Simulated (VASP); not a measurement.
Wanted: the native input for a VASP 6.6.1 run.

```
Task                   : single point
Functional             : r2SCAN
Potentials or basis    : VASP PAW PBE potentials, release 64 (Si, Ge_d)
Cutoff                 : 520 eV
k mesh                 : 2 × 2 × 2
Occupations            : gaussian, width 0.05 eV
Spin                   : no spin polarisation
Dipole correction      : no
Further INCAR settings : LREAL = Auto; ALGO = Normal; EDIFF = 1e-06; NBANDS = 53
```

The system is Si16Ge (a cell with a defect).

```
Si Ge
1.0
     0.00000    5.43000    5.43000
     5.43000    0.00000    5.43000
     5.43000    5.43000    0.00000
Si Ge
16 1
Cartesian
  -0.1918 -0.1922 0.1947
  1.2684 1.2679 1.2334
  2.6550 2.6546 -0.0244
  3.8733 3.8725 1.5596
  2.8080 -0.1210 2.6249
  4.1995 1.2679 4.1645
  5.4574 2.6545 2.7777
  6.8518 4.0512 4.0109
  -0.1206 2.8076 2.6249
  1.2684 4.1991 4.1646
  2.6550 5.4566 2.7775
  4.0513 6.8514 4.0108
  2.8080 2.8076 5.5535
  4.2669 4.2665 6.5960
  5.6313 5.6311 5.2311
  6.8518 6.8513 6.8111
  7.4750 7.4746 3.3880
```

One way to write it, as run:

POSCAR

```
Si16Ge
1.0
    0.0000000000      5.4300000000      5.4300000000
    5.4300000000      0.0000000000      5.4300000000
    5.4300000000      5.4300000000      0.0000000000
Si Ge
16 1
Direct
    0.0178922652      0.0179615101     -0.0532810313
    0.1135287293      0.1136219153      0.1199661142
   -0.0022795580     -0.0022198895      0.4911624309
    0.1435353591      0.1436797422      0.5696362799
   -0.0280075506      0.5114073665      0.0057220994
    0.1135325967      0.6534158379      0.1199707182
   -0.0023132597      0.5138686924      0.4911692449
    0.1114455801      0.6272190608      0.6346245856
    0.5113290055     -0.0279188766      0.0057174033
    0.6533505525      0.1136107735      0.1199726519
    0.5137295580     -0.0022131676      0.4911678637
    0.6271563536      0.1114806630      0.6346145488
    0.5113394107      0.5114121547      0.0057184162
    0.6073260589      0.6074124309      0.1783960405
    0.4816698895      0.4817026703      0.5553671271
    0.6271210866      0.6272212707      0.6346244015
    0.3119410681      0.3120073665      1.0645961326
```

INCAR.step1

```
SYSTEM = Si16Ge
ALGO = Normal
EDIFF = 1E-4
ENCUT = 520
GGA = PE
ISMEAR = 0
LASPH = .True.
LCHARG = .False.
LREAL = Auto
LWAVE = .True.
NBANDS = 53
NELM = 60
PREC = Accurate
SIGMA = 0.05
```

INCAR.step2

```
SYSTEM = Si16Ge
ALGO = Normal
EDIFF = 1E-6
ENCUT = 520
ISIF = 2
ISMEAR = 0
ISTART = 1
LASPH = .True.
LCHARG = .False.
LMIXTAU = .True.
LREAL = Auto
LWAVE = .False.
METAGGA = R2SCAN
NBANDS = 53
NELM = 60
PREC = Accurate
SIGMA = 0.05
```

KPOINTS

```
k-points
0
Gamma
  2 2 2
  0 0 0
```

Potentials or basis: VASP PAW PBE potentials, release 64 (Si, Ge_d).

Launch:

```sh
$ cat potpaw_PBE.64/Si/POTCAR potpaw_PBE.64/Ge_d/POTCAR > POTCAR
$ cp INCAR.step1 INCAR
$ mpirun -np 1 vasp_std > vasp.out
$ cp INCAR.step2 INCAR
$ mpirun -np 1 vasp_std > vasp.out
```

It gave:

```yaml
Pressure: 4.8 GPa
Largest_force: 0.019 eV/Å
Band_gap_on_the_k_mesh: 0.11 eV
```

Caveat: the k points lie up to 0.50 Å⁻¹ apart; semilocal functionals underestimate gaps, and a narrow one can read as zero; the PAW data sets were made with another functional, which shifts forces and pressure a little.

It took 24 min on 1 thread of Intel Xeon 8259CL (shared host), peak memory 0.57 GiB.
